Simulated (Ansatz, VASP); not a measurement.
# Zn in VASP and in Ansatz

File INCAR:

```
ALGO = Normal
EDIFF = 1E-6
ENCUT = 520
GGA = PS
ISIF = 2
ISMEAR = -1
LASPH = True
LCHARG = True
LELF = True
LREAL = False
LVHAR = True
LWAVE = False
NBANDS = 19
NELM = 100
PREC = Accurate
SIGMA = 0.03
```

File KPOINTS:

```
k-points
0
Gamma
  18 18 8
```

The input POSCAR:

```
Zn
1.0
    2.7084910329      0.0000000000      0.0000000000
   -1.3542455165      2.3456220404      0.0000000000
    0.0000000000      0.0000000000      5.0278078583
Zn
2
Direct
    0.3333333333      0.6666666667      0.2500000000
    0.6666666667      0.3333333333      0.7500000000
```

Input for Ansatz:

```yaml
crystal:
  lattice:
    - [2.7084910329, 0.0, 0.0]
    - [-1.3542455165, 2.3456220404, 0.0]
    - [0.0, 0.0, 5.0278078583]
  atoms:
    - { symbol: Zn, position: [0.3333333333, 0.6666666667, 0.25] }
    - { symbol: Zn, position: [0.6666666667, 0.3333333333, 0.75] }
kpoints:
  mp_grid: { grid: [18, 18, 8] }
scf:
  occupations: { method: fermi_dirac, width: 0.03 }
hamiltonian:
  xc: pbesol
  pseudopotentials: { kind: all_electron, lapw: { basis_error: 0.00025 } }
output:
  forces: true
  stress: true
  eigenvalues: true
```

Change from the starting cell: volume scaled by 1.05.

Alike in both runs: task single point; functional PBEsol; k mesh 18 × 18 × 8; occupations fermi-dirac, width 0.03 eV; no spin polarisation.

```csv
,VASP,Ansatz
version,VASP 6.6.1,Ansatz 0.2.0
potentials or method,"VASP PAW PBE potentials, release 64 (Zn), cutoff 520 eV","all-electron LAPW, scalar-relativistic"
```

Ansatz gave:

| Item | Value |
| --- | --- |
| pressure (GPa) | -8.0 |
| traceless stress, the component that is largest in VASP (GPa) | 1.91 |

**Question.** Estimate VASP's values.

**Answer.** Pressure (GPa): -7.7; traceless stress, the component that is largest in VASP (GPa): 1.81.

VASP's potentials were made for PBE, not for PBEsol. Ansatz ran all-electron here, and VASP with PAW potentials.
